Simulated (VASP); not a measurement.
# CoSi2 (Fm-3m) in VASP: a series of runs

The runs below take CoSi2 through single point, with PBEsol.

Everything below comes from runs of VASP 6.6.1. Logs are shortened: lines on timing, memory, paths and dates and some standing lists are left out, and cuts for length are marked.

**1. The cell of the first run**

It takes space group Fm-3m (No. 225, cubic). Conventional cell: a = 5.356 Å, b = 5.356 Å, c = 5.356 Å, α = 90.00°, β = 90.00°, γ = 90.00°. Within 3.1 Å of Co (site symmetry m-3m) lie 8 Si at 2.32 Å. Si (site symmetry -43m) has 4 Co at 2.32 Å and 6 Si at 2.68 Å within 3.1 Å.

**2. Single point, PBEsol, collinear spin, ferromagnetic start**

The input, INCAR:

```
PREC     = Accurate       # precision mode
ENCUT    = 600            # plane-wave cutoff, eV
EDIFF    = 1E-6           # SCF threshold, eV
ISMEAR   = -1             # smearing method
SIGMA    = 0.05           # smearing width, eV
LREAL    = False          # projectors in reciprocal space
LASPH    = True           # aspherical terms in the spheres
NELM     = 200            # most SCF steps
ALGO     = Normal         # electronic algorithm
ISIF     = 2              # what is computed and relaxed
LWAVE    = False          # write WAVECAR
LCHARG   = True           # write CHGCAR
ISPIN    = 2              # spin polarisation
MAGMOM   = 1.8 0 0        # initial moments
LORBIT   = 11             # projections on sites
LMAXMIX  = 4              # l up to which the mixer works
GGA      = PS             # functional
LELF     = True           # ELF
LVHAR    = True         
NBANDS   = 20             # bands
GGA_COMPAT= False
```

The input, KPOINTS:

```
Automatic mesh
0
Gamma
  7 7 7
```

The input, POSCAR:

```
CoSi2
1.0
    0.0000000000      2.6780000000      2.6780000000
    2.6780000000      0.0000000000      2.6780000000
    2.6780000000      2.6780000000      0.0000000000
Co Si
1 2
Direct
    0.0000000000      0.0000000000      0.0000000000
    0.2500000000      0.2500000000      0.2500000000
    0.7500000000      0.7500000000      0.7500000000
```

Potentials or basis: VASP PAW PBE potentials, release 64 (Co, Si).

Launch:

```sh
cat potpaw_PBE.64/Co/POTCAR potpaw_PBE.64/Si/POTCAR > POTCAR
mpirun -np 1 vasp_std > vasp.out
```

OUTCAR:

```text
PREC = Accurate
   ENCUT = 600
   EDIFF = 1E-6
   ISMEAR = -1
   LREAL = False
   LASPH = True
   NELM = 200
   ISIF = 2
   ISPIN = 2
   LORBIT = 11
   GGA = PS

 ion  position               nearest neighbor table
   1  0.000  0.000  0.000-   3 2.32   2 2.32   3 2.32   2 2.32   3 2.32   3 2.32   2 2.32   2 2.32

   2  0.250  0.250  0.250-   1 2.32   1 2.32   1 2.32   1 2.32   3 2.68   3 2.68   3 2.68   3 2.68
                             3 2.68   3 2.68
   3  0.750  0.750  0.750-   1 2.32   1 2.32   1 2.32   1 2.32   2 2.68   2 2.68   2 2.68   2 2.68
                             2 2.68   2 2.68

  LATTYP: Found a face centered cubic cell.
 ALAT       =     5.3560000000

  Lattice vectors:

 A1 = (   0.0000000000,   2.6780000000,   2.6780000000)
 A2 = (   2.6780000000,   0.0000000000,   2.6780000000)
 A3 = (   2.6780000000,   2.6780000000,   0.0000000000)

Analysis of symmetry for initial positions (statically):
=====================================================================
 Subroutine PRICEL returns:
 Original cell was already a primitive cell.

 Routine SETGRP: Setting up the symmetry group for a
 face centered cubic supercell.

 Subroutine GETGRP returns: Found 48 space group operations
 (whereof 48 operations were pure point group operations)
 out of a pool of 48 trial point group operations.

The static configuration has the point symmetry O_h .

Analysis of symmetry for dynamics (positions and initial velocities):
=====================================================================
 Subroutine PRICEL returns:
 Original cell was already a primitive cell.

 Routine SETGRP: Setting up the symmetry group for a
 face centered cubic supercell.

 Subroutine GETGRP returns: Found 48 space group operations
 (whereof 48 operations were pure point group operations)
 out of a pool of 48 trial point group operations.

The dynamic configuration has the point symmetry O_h .

Analysis of structural, dynamic, and magnetic symmetry:
=====================================================================
 Subroutine PRICEL returns:
 Original cell was already a primitive cell.

 Routine SETGRP: Setting up the symmetry group for a
 face centered cubic supercell.

 Subroutine GETGRP returns: Found 48 space group operations
 (whereof 48 operations were pure point group operations)
 out of a pool of 48 trial point group operations.

The overall configuration has the point symmetry O_h .

 Subroutine INISYM returns: Found 48 space group operations
 (whereof 48 operations are pure point group operations),
 and found     1 'primitive' translations

----------------------------------------------------------------------------------------

                                     Primitive cell

  volume of cell :      38.4115

  direct lattice vectors                    reciprocal lattice vectors
     0.000000000  2.678000000  2.678000000    -0.186706497  0.186706497  0.186706497
     2.678000000  0.000000000  2.678000000     0.186706497 -0.186706497  0.186706497
     2.678000000  2.678000000  0.000000000     0.186706497  0.186706497 -0.186706497

  length of vectors
     3.787263920  3.787263920  3.787263920     0.323385140  0.323385140  0.323385140

  position of ions in fractional coordinates (direct lattice)
     0.000000000  0.000000000  0.000000000
     0.250000000  0.250000000  0.250000000
     0.750000000  0.750000000  0.750000000

  ion indices of the primitive-cell ions
   primitive index   ion index
                 1           1
                 2           2
                 3           3

----------------------------------------------------------------------------------------

 KPOINTS: Automatic mesh

Automatic generation of k-mesh.
 Grid dimensions read from file:
 generate k-points for:    7    7    7

 Generating k-lattice:

  Cartesian coordinates                     Fractional coordinates (reciprocal lattice)
    -0.026672357  0.026672357  0.026672357     0.142857143  0.000000000  0.000000000
     0.026672357 -0.026672357  0.026672357     0.000000000  0.142857143  0.000000000
     0.026672357  0.026672357 -0.026672357     0.000000000  0.000000000  0.142857143

  Length of vectors
     0.046197877  0.046197877  0.046197877

  Shift w.r.t. Gamma in fractional coordinates (k-lattice)
     0.000000000  0.000000000  0.000000000

 Subroutine IBZKPT returns following result:
 ===========================================

 Found     20 irreducible k-points:

 Following reciprocal coordinates:
            Coordinates               Weight
  0.000000  0.000000  0.000000      1.000000
  0.142857  0.000000  0.000000      8.000000
  0.285714  0.000000  0.000000      8.000000
  0.428571  0.000000  0.000000      8.000000
  0.142857  0.142857  0.000000      6.000000
  0.285714  0.142857  0.000000     24.000000
[... 12 lines left out ...]
 -0.428571  0.428571  0.142857     24.000000
 -0.285714  0.428571  0.142857     24.000000
   k-points           NKPTS =     20   k-points in BZ     NKDIM =     20   number of bands    NBANDS=     20
   number of dos      NEDOS =    301   number of ions     NIONS =      3
   total plane-waves  NPLWV =  27000
   dimension x,y,z NGX =    30 NGY =   30 NGZ =   30
   dimension x,y,z NGXF=    60 NGYF=   60 NGZF=   60
   ions per type =               1   2
   NGX,Y,Z   is equivalent  to a cutoff of  13.17, 13.17, 13.17 a.u.
   NGXF,Y,Z  is equivalent  to a cutoff of  26.34, 26.34, 26.34 a.u.
 SYSTEM =  unknown system
   PREC   = accura    normal or accurate (medium, high low for compatibility)
   ISTART =      0    job   : 0-new  1-cont  2-samecut
   ICHARG =      2    charge: 1-file 2-atom 10-const
   ISPIN  =      2    spin polarized calculation?
   LNONCOLLINEAR =      F non collinear calculations
   LSORBIT =      F    spin-orbit coupling
   LASPH  =      T    aspherical Exc in radial PAW
   ENCUT  =  600.0 eV  44.10 Ry    6.64 a.u.   7.56  7.56  7.56*2*pi/ulx,y,z
   NELM   =    200;   NELMIN=  2; NELMDL= -5     # of ELM steps
   EDIFF  = 0.1E-05   stopping-criterion for ELM
   LREAL  =      F    real-space projection
   EDIFFG = 0.1E-04   stopping-criterion for IOM
   NSW    =      0    number of steps for IOM
   IBRION =     -1    ionic relax: 0-MD 1-quasi-New 2-CG
   NFREE  =      0    steps in history (QN), initial steepest desc. (CG)
   ISIF   =      2    stress and relaxation
   ISYM   =      2    0-nonsym 1-usesym 2-fastsym
   POTIM  = 0.5000    time-step for ionic-motion
   TEBEG  =    0.0;   TEEND  =   0.0 temperature during run
   PSTRESS=    0.0 pullay stress
   NELECT =      17.0000    total number of electrons
   NUPDOWN=      -1.0000    fix difference up-down
   EMIN   =  10.00;   EMAX   =-10.00  energy-range for DOS
   EFERMI =   0.00;   METHOD = LEGACY
   ISMEAR =    -1;   SIGMA  =   0.05  broadening in eV -4-tet -1-fermi 0-gaus
   EFERMI_NEDOS =   21; number of points for ismear=-14 and -15
   IALGO  =     38    algorithm
   IMIX   =      4    mixing-type and parameters
     AMIX     =   0.40;   BMIX     =  1.00
     AMIX_MAG =   1.60;   BMIX_MAG =  1.00
  volume/ion in A,a.u.               =      12.80        86.40
  Fermi-wavevector in a.u.,A,eV,Ry     =   1.247586  2.357596 21.177078  1.556471
  Thomas-Fermi vector in A             =   2.381712
   LORBIT       =     11    0 simple, 1 ext, 2 COOP (PROOUT), +10 PAW based schemes
   GGA     = PS    functional components
   LHFCALC =     F    Hartree Fock is set to
   AEXX    =    0.0000 exact exchange contribution
   IVDW    =     0    specifies the selected vdW correction
   LEPSILON=     F    determine dielectric tensor
   LRPA    =     F    only Hartree local field effects (RPA)
 spin polarized calculation
  energy-cutoff  :      600.00
  volume of cell :       38.41
 maximum number of plane-waves:      1307
 NGX is ok and might be reduce to    30
   NGX = 15   NGY = 15   NGZ = 15

 number of electron      17.0000005 magnetization      -0.0005909

 number of electron      17.0000005 magnetization       0.0000587

 Free energy of the ion-electron system (eV)
  ---------------------------------------------------
  ext. energy  EPLUGINS =         0.00000000
  ---------------------------------------------------
  free energy    TOTEN  =       -20.98043654 eV

  energy without entropy =      -20.97173900  energy(sigma->0) =      -20.97608777

 E-fermi :  10.0105     XC(G=0): -11.8557

 val. band max:        9.8155243891   @ k =  -0.2857   0.2857   0.0000
 cond. band min:      10.0475306600   @ k =  -0.1429   0.1429   0.0000
 fundamental gap:      0.2320062709
 Fermi energy:        10.0104642312

 spin component 1

 k-point     1 :       0.0000    0.0000    0.0000
  band No.  band energies     occupation
      1      -3.1212      1.00000
      2       5.9076      1.00000
      3       5.9076      1.00000
      4       5.9076      1.00000
      5       8.0786      1.00000
      6       8.0786      1.00000
[... 12 lines left out ...]
     19      20.3365      0.00000
[... 420 lines left out ...]
      3       3.7615      1.00000
      4       4.8855      1.00000
      5       7.4165      1.00000
      6       7.6579      1.00000
[... 12 lines left out ...]
     19      24.6244      0.00000
     20      27.6716      0.00000
 Fermi energy:        10.0104642312

 spin component 2

 k-point     1 :       0.0000    0.0000    0.0000
  band No.  band energies     occupation
      1      -3.1213      1.00000
      2       5.9076      1.00000
      3       5.9076      1.00000
      4       5.9076      1.00000
      5       8.0786      1.00000
      6       8.0786      1.00000
[... 12 lines left out ...]
     19      20.3367      0.00000
[... 421 lines left out ...]
      4       4.8855      1.00000
      5       7.4165      1.00000
      6       7.6579      1.00000
[... 12 lines left out ...]
     19      24.6244      0.00000
     20      27.5982      0.00000

------------------------ aborting loop because EDIFF is reached ----------------------------------------

  FORCE on cell =-STRESS in cart. coord.  units (eV):
  Direction    XX          YY          ZZ          XY          YZ          ZX
  --------------------------------------------------------------------------------------
  -------------------------------------------------------------------------------------
  Total       -1.0646677     -1.0646677     -1.0646677      0.0000000     -0.0000000     -0.0000000
  in kB      -44.4081771    -44.4081771    -44.4081771      0.0000000     -0.0000000     -0.0000000
  external PRESSURE =     -44.4081771 kB  Pullay stress =       0.0000000 kB

 VOLUME and BASIS-vectors are now :
 -----------------------------------------------------------------------------
  energy-cutoff  :      600.00
  volume of cell :       38.41
      direct lattice vectors                 reciprocal lattice vectors
     0.000000000  2.678000000  2.678000000    -0.186706497  0.186706497  0.186706497
     2.678000000  0.000000000  2.678000000     0.186706497 -0.186706497  0.186706497
     2.678000000  2.678000000  0.000000000     0.186706497  0.186706497 -0.186706497

 POSITION                                       TOTAL-FORCE (eV/Angst)
 -----------------------------------------------------------------------------------
      0.00000      0.00000      0.00000        -0.000000     -0.000000     -0.000000
      1.33900      1.33900      1.33900        -0.000000     -0.000000     -0.000000
      4.01700      4.01700      4.01700         0.000000      0.000000      0.000000
 -----------------------------------------------------------------------------------
    total drift:                                0.000000     -0.000000     -0.000000

  FREE ENERGIE OF THE ION-ELECTRON SYSTEM (eV)
  ---------------------------------------------------
  free  energy   TOTEN  =       -20.9804365396 eV

  energy  without entropy=      -20.9717390031  energy(sigma->0) =      -20.97608777

 total charge

# of ion       s       p       d       tot
------------------------------------------
    1        0.543   0.724   7.597   8.864
    2        0.716   0.872   0.000   1.588
    3        0.716   0.872   0.000   1.588
--------------------------------------------------
tot          1.976   2.468   7.597  12.041

 magnetization (x)

# of ion       s       p       d       tot
------------------------------------------
    1        0.000   0.000  -0.000  -0.000
    2       -0.000  -0.000   0.000  -0.000
    3       -0.000  -0.000   0.000  -0.000
--------------------------------------------------
tot         -0.000  -0.000  -0.000  -0.000
```

Run time: 75 s. Hardware: 1 thread of Intel Xeon 8259CL, shared host; peak memory 0.2 GiB.

Results:

| Item | Value |
| --- | --- |
| Free energy | -20.9804 eV |
| Pressure | -4.4 GPa |
| Net moment | 0.00 μB per cell |
| Valence electrons inside the program's atomic spheres | Co 8.86; Si 1.59 |

Levels at points of the mesh, in eV from the Fermi level:
Spin up:
```
           k point  band 7  band 8  band 9  band 10  band 11  band 12
(0.00, 0.00, 0.00)    0.78    3.40    3.40     3.40     3.41     3.41
```
Spin down:
```
           k point  band 5  band 6  band 7  band 8  band 9  band 10  band 11  band 12  band 13  band 14
(0.00, 0.00, 0.00)   -1.93   -1.93    0.78    3.40    3.40     3.40     3.41     3.41     3.41     5.65
```

Caveat: the starting moments collapsed, and a magnetic state may lie lower; the PAW data sets were made with another functional, which shifts forces and pressure a little.

**3. Single point, PBEsol, collinear spin, ferromagnetic start**

The input, INCAR:

```
SYSTEM = CoSi2
PREC = Accurate
ENCUT = 600
EDIFF = 1E-6
ISMEAR = -1
SIGMA = 0.05
LREAL = .FALSE.
LASPH = .TRUE.
NELM = 200
ALGO = Normal
ISIF = 2
LWAVE = .FALSE.
LCHARG = .FALSE.
ISPIN = 2
MAGMOM = 1.8 0 0
LORBIT = 11
LMAXMIX = 4
GGA = PS
NBANDS = 20
GGA_COMPAT = .FALSE.
```

The input, KPOINTS:

```
Automatic mesh
0
G
  7 7 7
  0 0 0
```

POSCAR is that of step 2.

Potentials or basis: VASP PAW PBE potentials, release 64 (Co, Si).

Launch:

```sh
cat potpaw_PBE.64/Co/POTCAR potpaw_PBE.64/Si/POTCAR > POTCAR
mpirun -np 1 vasp_std > vasp.out
```

Run time: 82 s. Hardware: 1 thread of Intel Xeon 8259CL, shared host; peak memory 0.2 GiB.

The run converged. Its results:

```
Free energy                                           : -20.9804 eV
Pressure                                              : -4.4 GPa
Net moment                                            : 0.00 μB per cell
Valence electrons inside the program's atomic spheres : Co 8.86; Si 1.59
```

Levels at points of the mesh, in eV from the Fermi level:
Spin up:
```
           k point  band 5  band 6  band 7  band 8  band 9  band 10  band 11  band 12  band 13  band 14
(0.00, 0.00, 0.00)   -1.93   -1.93    0.78    3.40    3.40     3.40     3.41     3.41     3.41     5.65
```
Spin down:
```tsv
k point	band 5	band 6	band 7	band 8	band 9	band 10	band 11	band 12	band 13	band 14
(0.00, 0.00, 0.00)	-1.93	-1.93	0.78	3.40	3.40	3.40	3.41	3.41	3.41	5.65
```

Caveat: the starting moments collapsed, and a magnetic state may lie lower; the PAW data sets were made with another functional, which shifts forces and pressure a little.
